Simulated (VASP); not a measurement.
# BAs (F-43m) in VASP: a series of runs, part 2 of 2

VASP 6.6.1.

**3. Single point, r2SCAN+rVV10**

This run uses another cell than the first one, of 13.35 Å³/atom, 1.021 times its volume.

Input file POSCAR:

```
BAs
1.0
    0.0000000000      2.3724693156      2.3724693156
    2.3724693156      0.0000000000      2.3724693156
    2.3724693156      2.3724693156      0.0000000000
As B
1 1
Direct
    0.7500000000      0.7500000000      0.7500000000
    0.0000000000      0.0000000000      0.0000000000
```

Input file INCAR.step1:

```
  PREC = Accurate
  ENCUT = 520
  ISMEAR = -1
  SIGMA = 0.05
  LREAL = False
  LASPH = True
  NELM = 80
  NBANDS = 11
  GGA = PE
  ALGO = Normal
  EDIFF = 1E-4
  LWAVE = True
  LCHARG = False
```

Input file INCAR.step2:

```
  PREC = Accurate
  ENCUT = 520
  EDIFF = 1E-6
  ISMEAR = -1
  SIGMA = 0.05
  LREAL = False
  LASPH = True
  NELM = 80
  ALGO = Normal
  ISIF = 2
  LWAVE = False
  LCHARG = False
  METAGGA = R2SCAN
  LMIXTAU = True
  LUSE_VDW = True
  IVDW_NL = 2
  BPARAM = 11.95
  CPARAM = 0.0093
  NBANDS = 11
  ISTART = 1
```

Input file KPOINTS:

```
Automatic mesh
0
Gamma
  10 10 10
```

Potentials or basis: VASP PAW PBE potentials, release 64 (As, B).

Run with:

```bash
> cat potpaw_PBE.64/As/POTCAR potpaw_PBE.64/B/POTCAR > POTCAR
> cp INCAR.step1 INCAR
> mpirun -np 1 vasp_std > vasp.out
> cp INCAR.step2 INCAR
> mpirun -np 1 vasp_std > vasp.out
```

OUTCAR:

```text
PREC = Accurate
   ENCUT = 520
   EDIFF = 1E-6
   ISMEAR = -1
   LREAL = False
   LASPH = True
   NELM = 80
   ISIF = 2
   METAGGA = R2SCAN
   IVDW_NL = 2
   BPARAM = 11.95
   ISTART = 1

 ion  position               nearest neighbor table
   1  0.750  0.750  0.750-   2 2.05   2 2.05   2 2.05   2 2.05
   2  0.000  0.000  0.000-   1 2.05   1 2.05   1 2.05   1 2.05

  LATTYP: Found a face centered cubic cell.
 ALAT       =     4.7449386312

  Lattice vectors:

 A1 = (   0.0000000000,   2.3724693156,   2.3724693156)
 A2 = (   2.3724693156,   0.0000000000,   2.3724693156)
 A3 = (   2.3724693156,   2.3724693156,   0.0000000000)

Analysis of symmetry for initial positions (statically):
=====================================================================
 Subroutine PRICEL returns:
 Original cell was already a primitive cell.

 Routine SETGRP: Setting up the symmetry group for a
 face centered cubic supercell.

 Subroutine GETGRP returns: Found 24 space group operations
 (whereof 24 operations were pure point group operations)
 out of a pool of 48 trial point group operations.

The static configuration has the point symmetry T_d .

Analysis of symmetry for dynamics (positions and initial velocities):
=====================================================================
 Subroutine PRICEL returns:
 Original cell was already a primitive cell.

 Routine SETGRP: Setting up the symmetry group for a
 face centered cubic supercell.

 Subroutine GETGRP returns: Found 24 space group operations
 (whereof 24 operations were pure point group operations)
 out of a pool of 48 trial point group operations.

The dynamic configuration has the point symmetry T_d .

 Subroutine INISYM returns: Found 24 space group operations
 (whereof 24 operations are pure point group operations),
 and found     1 'primitive' translations

----------------------------------------------------------------------------------------

                                     Primitive cell

  volume of cell :      26.7074

  direct lattice vectors                    reciprocal lattice vectors
     0.000000000  2.372469316  2.372469316    -0.210750882  0.210750882  0.210750882
     2.372469316  0.000000000  2.372469316     0.210750882 -0.210750882  0.210750882
     2.372469316  2.372469316  0.000000000     0.210750882  0.210750882 -0.210750882

  length of vectors
     3.355178282  3.355178282  3.355178282     0.365031235  0.365031235  0.365031235

  position of ions in fractional coordinates (direct lattice)
     0.750000000  0.750000000  0.750000000
     0.000000000  0.000000000  0.000000000

  ion indices of the primitive-cell ions
   primitive index   ion index
                 1           1
                 2           2

----------------------------------------------------------------------------------------

 KPOINTS: Automatic mesh

Automatic generation of k-mesh.
 Grid dimensions read from file:
 generate k-points for:   10   10   10

 Generating k-lattice:

  Cartesian coordinates                     Fractional coordinates (reciprocal lattice)
    -0.021075088  0.021075088  0.021075088     0.100000000  0.000000000  0.000000000
     0.021075088 -0.021075088  0.021075088     0.000000000  0.100000000  0.000000000
     0.021075088  0.021075088 -0.021075088     0.000000000  0.000000000  0.100000000

  Length of vectors
     0.036503123  0.036503123  0.036503123

  Shift w.r.t. Gamma in fractional coordinates (k-lattice)
     0.000000000  0.000000000  0.000000000

 Subroutine IBZKPT returns following result:
 ===========================================

 Found     47 irreducible k-points:

 Following reciprocal coordinates:
            Coordinates               Weight
  0.000000  0.000000  0.000000      1.000000
  0.100000  0.000000  0.000000      8.000000
  0.200000  0.000000  0.000000      8.000000
  0.300000  0.000000  0.000000      8.000000
  0.400000  0.000000  0.000000      8.000000
  0.500000  0.000000  0.000000      4.000000
[... 16 lines left out ...]
  0.300000  0.300000  0.000000      6.000000
  0.400000  0.300000  0.000000     24.000000
 [... further k-points ...]
   k-points           NKPTS =     47   k-points in BZ     NKDIM =     47   number of bands    NBANDS=     11
   number of dos      NEDOS =    301   number of ions     NIONS =      2
   total plane-waves  NPLWV =  21952
   dimension x,y,z NGX =    28 NGY =   28 NGZ =   28
   dimension x,y,z NGXF=    56 NGYF=   56 NGZF=   56
   ions per type =               1   1
   NGX,Y,Z   is equivalent  to a cutoff of  13.87, 13.87, 13.87 a.u.
   NGXF,Y,Z  is equivalent  to a cutoff of  27.75, 27.75, 27.75 a.u.
 SYSTEM =  unknown system
   PREC   = accura    normal or accurate (medium, high low for compatibility)
   ISTART =      1    job   : 0-new  1-cont  2-samecut
   ICHARG =      0    charge: 1-file 2-atom 10-const
   ISPIN  =      1    spin polarized calculation?
   LNONCOLLINEAR =      F non collinear calculations
   LSORBIT =      F    spin-orbit coupling
   LASPH  =      T    aspherical Exc in radial PAW
   ENCUT  =  520.0 eV  38.22 Ry    6.18 a.u.   6.24  6.24  6.24*2*pi/ulx,y,z
   NELM   =     80;   NELMIN=  2; NELMDL=  0     # of ELM steps
   EDIFF  = 0.1E-05   stopping-criterion for ELM
   LREAL  =      F    real-space projection
   EDIFFG = 0.1E-04   stopping-criterion for IOM
   NSW    =      0    number of steps for IOM
   IBRION =     -1    ionic relax: 0-MD 1-quasi-New 2-CG
   NFREE  =      0    steps in history (QN), initial steepest desc. (CG)
   ISIF   =      2    stress and relaxation
   ISYM   =      2    0-nonsym 1-usesym 2-fastsym
   POTIM  = 0.5000    time-step for ionic-motion
   TEBEG  =    0.0;   TEEND  =   0.0 temperature during run
   PSTRESS=    0.0 pullay stress
   NELECT =       8.0000    total number of electrons
   NUPDOWN=      -1.0000    fix difference up-down
   EMIN   =  10.00;   EMAX   =-10.00  energy-range for DOS
   EFERMI =   0.00;   METHOD = LEGACY
   ISMEAR =    -1;   SIGMA  =   0.05  broadening in eV -4-tet -1-fermi 0-gaus
   EFERMI_NEDOS =   21; number of points for ismear=-14 and -15
   IALGO  =     38    algorithm
   IMIX   =      4    mixing-type and parameters
     AMIX     =   0.40;   BMIX     =  1.00
     AMIX_MAG =   1.60;   BMIX_MAG =  1.00
  volume/ion in A,a.u.               =      13.35        90.12
  Fermi-wavevector in a.u.,A,eV,Ry     =   1.095370  2.069949 16.324756  1.199836
  Thomas-Fermi vector in A             =   2.231692
   LORBIT       =      0    0 simple, 1 ext, 2 COOP (PROOUT), +10 PAW based schemes
   METAGGA = R2SCAN    functional components
   LHFCALC =     F    Hartree Fock is set to
   AEXX    =    0.0000 exact exchange contribution
   IVDW_NL    =     2    kernel type
   BPARAM     =11.9500
   IVDW    =     0    specifies the selected vdW correction
   LEPSILON=     F    determine dielectric tensor
   LRPA    =     F    only Hartree local field effects (RPA)
 non-spin polarized calculation
  energy-cutoff  :      520.00
  volume of cell :       26.71
 maximum number of plane-waves:       728
 NGX is ok and might be reduce to    28
   NGX = 13   NGY = 13   NGZ = 13

 number of electron       8.0000000 magnetization

 Free energy of the ion-electron system (eV)
  ---------------------------------------------------
  ext. energy  EPLUGINS =         0.00000000
  ---------------------------------------------------
  free energy    TOTEN  =       -22.13308307 eV

  energy without entropy =      -22.13308305  energy(sigma->0) =      -22.13308306

 E-fermi :   6.8921     XC(G=0): -11.2612

 val. band max:        6.2531812447   @ k =   0.0000   0.0000   0.0000
 cond. band min:       7.5659123148   @ k =   0.4000   0.4000   0.0000
 fundamental gap:      1.3127310701
 Fermi energy:         6.8921388593

 k-point     1 :       0.0000    0.0000    0.0000
  band No.  band energies     occupation
      1     -10.1099      2.00000
      2       6.2532      1.99999
      3       6.2532      1.99999
      4       6.2532      1.99999
      5       9.7138      0.00000
      6       9.7138      0.00000
      7       9.7138      0.00000
      8      11.6727      0.00000
      9      16.6595      0.00000
     10      19.7619      0.00000
     11      19.7619      0.00000
[... 309 lines left out ...]
 k-point    24 :       0.4000    0.3000    0.0000
  band No.  band energies     occupation
      1      -7.2609      2.00000
      2      -0.6376      2.00000
      3       1.9698      2.00000
      4       2.4836      2.00000
      5       8.1160      0.00000
      6       9.9328      0.00000
      7      15.8116      0.00000
      8      16.0290      0.00000
      9      19.3750      0.00000
     10      22.9582      0.00000
     11      23.2668      0.00000

 [... further k-points ...]
[... 5 lines left out ...]
  --------------------------------------------------------------------------------------
  -------------------------------------------------------------------------------------
  Total        0.5505530      0.5505530      0.5505530     -0.0000000      0.0000000     -0.0000000
  in kB       33.0276669     33.0276669     33.0276669     -0.0000000      0.0000000     -0.0000000
  external PRESSURE =      33.0276669 kB  Pullay stress =       0.0000000 kB

 VOLUME and BASIS-vectors are now :
 -----------------------------------------------------------------------------
  energy-cutoff  :      520.00
  volume of cell :       26.71
      direct lattice vectors                 reciprocal lattice vectors
     0.000000000  2.372469316  2.372469316    -0.210750882  0.210750882  0.210750882
     2.372469316  0.000000000  2.372469316     0.210750882 -0.210750882  0.210750882
     2.372469316  2.372469316  0.000000000     0.210750882  0.210750882 -0.210750882

 POSITION                                       TOTAL-FORCE (eV/Angst)
 -----------------------------------------------------------------------------------
      3.55870      3.55870      3.55870        -0.000000     -0.000000     -0.000000
      0.00000      0.00000      0.00000         0.000000      0.000000      0.000000
 -----------------------------------------------------------------------------------
    total drift:                                0.000000      0.000000      0.000000

  FREE ENERGIE OF THE ION-ELECTRON SYSTEM (eV)
  ---------------------------------------------------
  free  energy   TOTEN  =       -22.1330830726 eV

  energy  without entropy=      -22.1330830483  energy(sigma->0) =      -22.13308306
```

Wall time 52 s (1 thread of Intel Xeon 6975P-C (Granite Rapids), shared host); peak memory 0.26 GiB.

Results:

```
Free energy            : -22.1331 eV
Pressure               : 3.3 GPa
Band gap on the k mesh : 1.31 eV, indirect (least direct gap 3.46 eV)
```

Caveat: the PAW data sets were made with another functional, which shifts forces and pressure a little. A k mesh can miss the band edges.
